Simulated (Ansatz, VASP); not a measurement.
**Ga in VASP and in Ansatz**

```
CELL_PARAMETERS angstrom
-1.63635 1.63635 1.63635
1.63635 -1.63635 1.63635
1.63635 1.63635 -1.63635
ATOMIC_POSITIONS crystal
Ga 0.00000 0.00000 0.00000
```

Alike in both runs: task single point; functional RPBE; k mesh 15 × 15 × 15; occupations fermi-dirac, width 0.1 eV; no spin polarisation.

|  | VASP | Ansatz |
| --- | --- | --- |
| version | VASP 6.6.1 | Ansatz 0.2.0 |
| potentials or method | VASP PAW PBE potentials, release 64 (Ga_d), cutoff 520 eV | plane waves (420 eV) with PAW, scalar-relativistic |
| valence electrons in the cell | 13 | 13 |

```csv
,VASP,Ansatz,Ansatz less VASP
pressure (GPa),7.6,7.4,-0.14
```

VASP's potentials were made for PBE, not for RPBE.
